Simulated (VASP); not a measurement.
# Ca3Mg13O16 in VASP: single point with PBEsol

Aim: the single point of Ca3Mg13O16 with PBEsol.

Everything below comes from runs of VASP 6.6.1. Logs are shortened: lines on timing, memory, paths and dates and some standing lists are left out, and cuts for length are marked.

## Step 1: The cell of the first run

The typed cell holds 64 atoms: a = 8.691 Å, b = 8.691 Å, c = 8.691 Å, α = 90.00°, β = 90.00°, γ = 90.00°.

## Step 2: Single point, PBEsol

INCAR

```
ALGO     = Normal         # electronic algorithm
EDIFF    = 1E-6           # SCF threshold, eV
ENCUT    = 520            # plane-wave cutoff, eV
GGA      = PS             # functional
ISIF     = 2              # what is computed and relaxed
ISMEAR   = -1             # smearing method
ISYM     = 0            
LASPH    = True           # aspherical terms in the spheres
LCHARG   = True           # write CHGCAR
LELF     = True           # ELF
LREAL    = Auto         
LVHAR    = True         
LWAVE    = False          # write WAVECAR
NBANDS   = 190            # bands
NELM     = 100            # most SCF steps
PREC     = Accurate       # precision mode
SIGMA    = 0.05           # smearing width, eV
```

KPOINTS

```
Automatic mesh
0
Gamma
  1 1 1
  0.25 0.25 0.25
```

POSCAR

```
Ca3Mg13O16
1.0
    8.6914492027      0.0000000000      0.0000000000
    0.0000000000      8.6914492027      0.0000000000
    0.0000000000      0.0000000000      8.6914492027
O Mg Ca
32 26 6
Direct
    0.2501880000      0.0029000000      0.9970860000
    0.2501130000      0.0028340000      0.5034270000
    0.2502370000      0.4965290000      0.9971100000
    0.2501710000      0.4965060000      0.5034710000
    0.7501600000      0.0128390000      0.9871250000
    0.7501040000      0.0128040000      0.5133810000
    0.7502580000      0.4865860000      0.9871670000
    0.7501930000      0.4865470000      0.5134150000
    0.0033730000      0.2496880000      0.9970770000
    0.0033320000      0.2496550000      0.5034230000
    0.0133220000      0.7497080000      0.9871230000
    0.0132850000      0.7495710000      0.5133780000
    0.4970150000      0.2497390000      0.9971190000
    0.4969800000      0.2496950000      0.5034820000
    0.4870790000      0.7498020000      0.9871660000
    0.4870220000      0.7497000000      0.5134170000
    0.0132840000      0.0128020000      0.2501660000
    0.0033310000      0.0028490000      0.7502290000
    0.0133230000      0.4865440000      0.2502380000
    0.0033800000      0.4964920000      0.7502860000
    0.4870260000      0.0128420000      0.2503140000
    0.4969870000      0.0028850000      0.7502640000
    0.4870760000      0.4865900000      0.2503990000
    0.4970190000      0.4965410000      0.7503130000
    0.2501790000      0.2497000000      0.2502830000
    0.2501760000      0.2496880000      0.7502690000
    0.2501760000      0.7496620000      0.2502130000
    0.2501780000      0.7496980000      0.7502800000
    0.7501540000      0.2496950000      0.2502530000
    0.7501780000      0.2496960000      0.7502750000
    0.7501770000      0.7496940000      0.2502740000
    0.7501870000      0.7496630000      0.7502740000
    0.0072760000      0.0067790000      0.9931850000
    0.0072660000      0.0068050000      0.5073780000
    0.0072640000      0.4926040000      0.9931960000
    0.0072650000      0.4926180000      0.5073820000
    0.4930960000      0.0067740000      0.9931680000
    0.4930690000      0.0067980000      0.5073500000
    0.4931050000      0.4926030000      0.9931750000
    0.4930740000      0.4925980000      0.5073420000
    0.2501910000      0.2497040000      0.9984960000
    0.2501670000      0.2497010000      0.5020390000
    0.2501840000      0.7497120000      0.9934540000
    0.2501700000      0.7496700000      0.5071400000
    0.7502100000      0.2497010000      0.9934400000
    0.7501530000      0.2496940000      0.5071220000
    0.2501730000      0.0065490000      0.2502290000
    0.2501730000      0.0014630000      0.7502750000
    0.2501830000      0.4928690000      0.2502900000
    0.2501860000      0.4979260000      0.7502850000
    0.7501440000      0.0065570000      0.7502680000
    0.7502000000      0.4928640000      0.7502780000
    0.0070340000      0.2496930000      0.2502410000
    0.0019560000      0.2496990000      0.7502810000
    0.0070100000      0.7496670000      0.7502730000
    0.4933470000      0.2497030000      0.2502900000
    0.4984020000      0.2497060000      0.7502710000
    0.4933330000      0.7497190000      0.7502800000
    0.7502010000      0.7497200000      0.9938910000
    0.7501470000      0.7496850000      0.5066660000
    0.7501630000      0.0060840000      0.2502590000
    0.7502090000      0.4933120000      0.2503000000
    0.0065640000      0.7496810000      0.2502690000
    0.4937910000      0.7497200000      0.2503020000
```

Potentials or basis: VASP PAW PBE potentials, release 64 (O, Mg, Ca_sv).

Run with:

```sh
> cat potpaw_PBE.64/O/POTCAR potpaw_PBE.64/Mg/POTCAR potpaw_PBE.64/Ca_sv/POTCAR > POTCAR
> mpirun -np 1 vasp_std > vasp.out
```

OUTCAR:

```text
EDIFF = 1E-6
   ENCUT = 520
   GGA = PS
   ISIF = 2
   ISMEAR = -1
   ISYM = 0
   LASPH = True
   LREAL = Auto
   NELM = 100
   PREC = Accurate

 ion  position               nearest neighbor table
   1  0.250  0.003  0.997-  37 2.11  33 2.11  41 2.15  48 2.15  47 2.20  43 2.20
   2  0.250  0.003  0.503-  34 2.11  38 2.11  48 2.15  42 2.15  44 2.20  47 2.20
   3  0.250  0.497  0.997-  39 2.11  35 2.11  41 2.15  50 2.15  49 2.20  43 2.20
   4  0.250  0.497  0.503-  40 2.11  36 2.11  42 2.15  50 2.15  44 2.20  49 2.20
   5  0.750  0.013  0.987-  51 2.06  45 2.06  37 2.24  33 2.24  59 2.29  61 2.29
   6  0.750  0.013  0.513-  51 2.06  46 2.06  38 2.24  34 2.24  60 2.29  61 2.29
[... 73 lines left out ...]
                            42 3.04  41 3.04  40 3.07  38 3.07  39 3.07  37 3.07  61 3.08  62 3.08
  57  0.498  0.250  0.750-  14 2.14  22 2.15  24 2.15  13 2.15  26 2.16  30 2.19  39 2.99  40 2.99
                            37 2.99  38 2.99  51 3.04  46 3.04  52 3.04  45 3.04  41 3.05  50 3.05
  58  0.493  0.750  0.750-  16 2.06  15 2.06  28 2.11  22 2.20  24 2.20  32 2.23  44 2.99  43 2.99
                            48 3.04  50 3.04  37 3.07  38 3.07  39 3.07  40 3.07  60 3.08  59 3.08
  59  0.750  0.750  0.994-  32 2.12  31 2.23   5 2.29  15 2.29  11 2.29   7 2.29  55 3.08  51 3.08
                            52 3.08  58 3.08  61 3.15  63 3.15  62 3.15  64 3.15  33 3.16  37 3.16
  60  0.750  0.750  0.507-  32 2.12  31 2.23   6 2.29  16 2.29  12 2.29   8 2.29  58 3.08  52 3.08
                            55 3.08  51 3.08  64 3.15  62 3.15  61 3.15  63 3.15  40 3.16  36 3.16
  61  0.750  0.006  0.250-  29 2.12  31 2.23  17 2.29   6 2.29   5 2.29  21 2.29  56 3.08  45 3.08
                            46 3.08  53 3.08  59 3.15  64 3.15  63 3.15  60 3.15  37 3.16  38 3.16
  62  0.750  0.493  0.250-  29 2.12  31 2.23  19 2.29   8 2.29  23 2.29   7 2.29  46 3.08  53 3.08
                            45 3.08  56 3.08  63 3.15  60 3.15  59 3.15  64 3.15  36 3.16  35 3.16
  63  0.007  0.750  0.250-  27 2.12  31 2.23  12 2.29  17 2.29  19 2.29  11 2.29  49 3.08  43 3.08
                            47 3.08  44 3.08  62 3.15  59 3.15  61 3.15  60 3.15  35 3.16  36 3.16
  64  0.494  0.750  0.250-  27 2.12  31 2.23  16 2.29  21 2.29  23 2.29  15 2.29  47 3.08  43 3.08
                            44 3.08  49 3.08  60 3.15  61 3.15  59 3.15  62 3.15  38 3.16  40 3.16

IMPORTANT INFORMATION: All symmetrisations will be switched off!
NOSYMM: (Re-)initialisation of all symmetry stuff for point group C_1.

----------------------------------------------------------------------------------------

                                     Primitive cell

  volume of cell :     656.5633

  direct lattice vectors                    reciprocal lattice vectors
     8.691449203  0.000000000  0.000000000     0.115055611  0.000000000  0.000000000
     0.000000000  8.691449203  0.000000000     0.000000000  0.115055611  0.000000000
     0.000000000  0.000000000  8.691449203     0.000000000  0.000000000  0.115055611

  length of vectors
     8.691449203  8.691449203  8.691449203     0.115055611  0.115055611  0.115055611

  position of ions in fractional coordinates (direct lattice)
     0.250188000  0.002900000  0.997086000
     0.250113000  0.002834000  0.503427000
     0.250237000  0.496529000  0.997110000
     0.250171000  0.496506000  0.503471000
     0.750160000  0.012839000  0.987125000
     0.750104000  0.012804000  0.513381000
[... 56 lines left out ...]
     0.006564000  0.749681000  0.250269000
     0.493791000  0.749720000  0.250302000

  ion indices of the primitive-cell ions
   primitive index   ion index
                 1           1
                 2           2
                 3           3
                 4           4
                 5           5
                 6           6
[... 56 lines left out ...]
                63          63
                64          64

----------------------------------------------------------------------------------------

 KPOINTS: Automatic mesh

Automatic generation of k-mesh.
 Grid dimensions read from file:
 generate k-points for:    1    1    1

 Generating k-lattice:

  Cartesian coordinates                     Fractional coordinates (reciprocal lattice)
     0.115055611  0.000000000  0.000000000     1.000000000  0.000000000  0.000000000
     0.000000000  0.115055611  0.000000000     0.000000000  1.000000000  0.000000000
     0.000000000  0.000000000  0.115055611     0.000000000  0.000000000  1.000000000

  Length of vectors
     0.115055611  0.115055611  0.115055611

  Shift w.r.t. Gamma in fractional coordinates (k-lattice)
     0.250000000  0.250000000  0.250000000

 Subroutine IBZKPT returns following result:
 ===========================================

 Found      4 irreducible k-points:

 Following reciprocal coordinates:
            Coordinates               Weight
  0.250000  0.250000  0.250000      2.000000
 -0.250000  0.250000  0.250000      2.000000
 -0.250000 -0.250000  0.250000      2.000000
  0.250000 -0.250000  0.250000      2.000000
   k-points           NKPTS =      4   k-points in BZ     NKDIM =      4   number of bands    NBANDS=    190
   number of dos      NEDOS =    301   number of ions     NIONS =     64
   total plane-waves  NPLWV = 343000
   dimension x,y,z NGX =    70 NGY =   70 NGZ =   70
   dimension x,y,z NGXF=   140 NGYF=  140 NGZF=  140
   ions per type =              32  26   6
   NGX,Y,Z   is equivalent  to a cutoff of  13.39, 13.39, 13.39 a.u.
   NGXF,Y,Z  is equivalent  to a cutoff of  26.78, 26.78, 26.78 a.u.
 SYSTEM =  unknown system
   PREC   = accura    normal or accurate (medium, high low for compatibility)
   ISTART =      0    job   : 0-new  1-cont  2-samecut
   ICHARG =      2    charge: 1-file 2-atom 10-const
   ISPIN  =      1    spin polarized calculation?
   LNONCOLLINEAR =      F non collinear calculations
   LSORBIT =      F    spin-orbit coupling
   LASPH  =      T    aspherical Exc in radial PAW
   ENCUT  =  520.0 eV  38.22 Ry    6.18 a.u.  16.16 16.16 16.16*2*pi/ulx,y,z
   NELM   =    100;   NELMIN=  2; NELMDL= -5     # of ELM steps
   EDIFF  = 0.1E-05   stopping-criterion for ELM
   LREAL  =      T    real-space projection
   EDIFFG = 0.1E-04   stopping-criterion for IOM
   NSW    =      0    number of steps for IOM
   IBRION =     -1    ionic relax: 0-MD 1-quasi-New 2-CG
   NFREE  =      0    steps in history (QN), initial steepest desc. (CG)
   ISIF   =      2    stress and relaxation
   ISYM   =      0    0-nonsym 1-usesym 2-fastsym
   POTIM  = 0.5000    time-step for ionic-motion
   TEBEG  =    0.0;   TEEND  =   0.0 temperature during run
   PSTRESS=    0.0 pullay stress
   NELECT =     304.0000    total number of electrons
   NUPDOWN=      -1.0000    fix difference up-down
   EMIN   =  10.00;   EMAX   =-10.00  energy-range for DOS
   EFERMI =   0.00;   METHOD = LEGACY
   ISMEAR =    -1;   SIGMA  =   0.05  broadening in eV -4-tet -1-fermi 0-gaus
   EFERMI_NEDOS =   21; number of points for ismear=-14 and -15
   IALGO  =     38    algorithm
   IMIX   =      4    mixing-type and parameters
     AMIX     =   0.40;   BMIX     =  1.00
     AMIX_MAG =   1.60;   BMIX_MAG =  1.00
  volume/ion in A,a.u.               =      10.26        69.23
  Fermi-wavevector in a.u.,A,eV,Ry     =   1.266506  2.393349 21.824245  1.604037
  Thomas-Fermi vector in A             =   2.399703
   LORBIT       =      0    0 simple, 1 ext, 2 COOP (PROOUT), +10 PAW based schemes
   GGA     = PS    functional components
   LHFCALC =     F    Hartree Fock is set to
   AEXX    =    0.0000 exact exchange contribution
   IVDW    =     0    specifies the selected vdW correction
   LEPSILON=     F    determine dielectric tensor
   LRPA    =     F    only Hartree local field effects (RPA)
 non-spin polarized calculation
  energy-cutoff  :      520.00
  volume of cell :      656.56
 maximum number of plane-waves:     17665
 NGX is ok and might be reduce to    70
   NGX = 33   NGY = 33   NGZ = 33

 number of electron     303.9999959 magnetization

 Free energy of the ion-electron system (eV)
  ---------------------------------------------------
  ext. energy  EPLUGINS =         0.00000000
  ---------------------------------------------------
  free energy    TOTEN  =      -401.10747822 eV

  energy without entropy =     -401.10747822  energy(sigma->0) =     -401.10747822

 E-fermi :   3.9884     XC(G=0): -11.1422

 val. band max:        2.6590263438   @ k =   0.2500   0.2500   0.2500
 cond. band min:       7.8430301296   @ k =   0.2500   0.2500   0.2500
 fundamental gap:      5.1840037858
 Fermi energy:         3.9884290952

 k-point     1 :       0.2500    0.2500    0.2500
  band No.  band energies     occupation
      1     -33.6655      2.00000
      2     -33.5731      2.00000
      3     -33.5731      2.00000
      4     -33.5728      2.00000
      5     -33.5295      2.00000
      6     -33.5295      2.00000
[... 657 lines left out ...]
    163      10.0919      0.00000
    164      10.1899      0.00000
 [bands above 164 left out]

------------------------ aborting loop because EDIFF is reached ----------------------------------------

  FORCE on cell =-STRESS in cart. coord.  units (eV):
  Direction    XX          YY          ZZ          XY          YZ          ZX
  --------------------------------------------------------------------------------------
  -------------------------------------------------------------------------------------
  Total       -0.5722491     -0.5624365     -0.5691378     -0.0157484     -0.0178802     -0.0057027
  in kB       -1.3964298     -1.3724846     -1.3888375     -0.0384301     -0.0436322     -0.0139161
  external PRESSURE =      -1.3859173 kB  Pullay stress =       0.0000000 kB

 VOLUME and BASIS-vectors are now :
 -----------------------------------------------------------------------------
  energy-cutoff  :      520.00
  volume of cell :      656.56
      direct lattice vectors                 reciprocal lattice vectors
     8.691449203  0.000000000  0.000000000     0.115055611  0.000000000  0.000000000
     0.000000000  8.691449203  0.000000000     0.000000000  0.115055611  0.000000000
     0.000000000  0.000000000  8.691449203     0.000000000  0.000000000  0.115055611

 POSITION                                       TOTAL-FORCE (eV/Angst)
 -----------------------------------------------------------------------------------
      2.17450      0.02521      8.66612        -0.001240     -0.000225     -0.000502
      2.17384      0.02463      4.37551         0.001735      0.001931     -0.002502
      2.17492      4.31556      8.66633        -0.003334      0.002632     -0.001191
      2.17435      4.31536      4.37589         0.000748      0.003827     -0.003578
      6.51998      0.11159      8.57955        -0.000254      0.042875     -0.042439
      6.51949      0.11129      4.46202         0.002525      0.044897      0.044152
[... 56 lines left out ...]
      0.05705      6.51581      2.17520        -0.029272      0.001444     -0.001044
      4.29176      6.51615      2.17549         0.027830      0.000044     -0.002162
 -----------------------------------------------------------------------------------
    total drift:                                0.039337     -0.070384      0.062605

  FREE ENERGIE OF THE ION-ELECTRON SYSTEM (eV)
  ---------------------------------------------------
  free  energy   TOTEN  =      -401.1074782212 eV

  energy  without entropy=     -401.1074782212  energy(sigma->0) =     -401.10747822
```

Wall time 15 min (1 thread of Intel Xeon 6975P-C (Granite Rapids), shared host); peak memory 0.88 GiB.

What came out:

| Property | Result |
| --- | --- |
| Free energy | -401.1075 eV |
| Pressure | -0.1 GPa |
| Largest force | 0.063 eV/Å |
| Band gap on the k mesh | 5.18 eV |

Forces on the atoms (eV/Å):
```
O   -0.001  0.000 -0.001
O    0.002  0.002 -0.003
O   -0.003  0.003 -0.001
O    0.001  0.004 -0.004
O    0.000  0.043 -0.042
O    0.003  0.045  0.044
O   -0.003 -0.043 -0.045
O    0.000 -0.042  0.043
O   -0.002  0.001 -0.001
O   -0.001  0.004 -0.002
O    0.042  0.000 -0.042
O    0.044  0.004  0.045
O    0.000 -0.001 -0.001
O    0.000  0.001 -0.004
O   -0.044 -0.002 -0.044
O   -0.042  0.000  0.043
O    0.045  0.045  0.003
O   -0.002  0.002  0.002
O    0.043 -0.042  0.001
O   -0.002  0.004  0.000
O   -0.042  0.043 -0.001
O    0.000  0.001 -0.001
O   -0.045 -0.044 -0.004
O   -0.001  0.003 -0.003
O    0.000 -0.001  0.000
O    0.000 -0.001  0.000
O    0.000  0.000  0.002
O    0.000 -0.001  0.001
O    0.000 -0.001  0.001
O    0.000  0.000  0.001
O    0.000  0.000  0.001
O    0.000  0.000  0.000
Mg   0.007  0.005 -0.006
Mg   0.006  0.002  0.007
Mg   0.009 -0.008 -0.004
Mg   0.008 -0.010  0.008
Mg  -0.006  0.007 -0.005
Mg  -0.006  0.004  0.008
Mg  -0.005 -0.007 -0.003
Mg  -0.004 -0.008  0.010
Mg   0.000  0.002  0.000
Mg  -0.001  0.001 -0.001
Mg   0.001 -0.001 -0.008
Mg   0.001 -0.002  0.008
Mg  -0.001  0.000 -0.008
Mg   0.002 -0.005  0.009
Mg   0.000  0.007  0.002
Mg  -0.001  0.001 -0.002
Mg   0.003 -0.009  0.002
Mg  -0.001  0.001 -0.001
Mg   0.001  0.006  0.000
Mg   0.001 -0.009  0.005
Mg   0.008 -0.004  0.003
Mg   0.000  0.001 -0.002
Mg   0.009 -0.001  0.002
Mg  -0.008 -0.001  0.000
Mg   0.000  0.002  0.000
Mg  -0.007 -0.002  0.002
Ca  -0.001  0.000  0.027
Ca   0.001  0.001 -0.030
Ca   0.000 -0.027 -0.001
Ca  -0.002  0.030 -0.002
Ca  -0.029  0.001 -0.001
Ca   0.028  0.000 -0.002
```

Caveat: the PAW data sets were made with another functional, which shifts forces and pressure a little; a shifted mesh leaves out Γ, where band edges can lie.
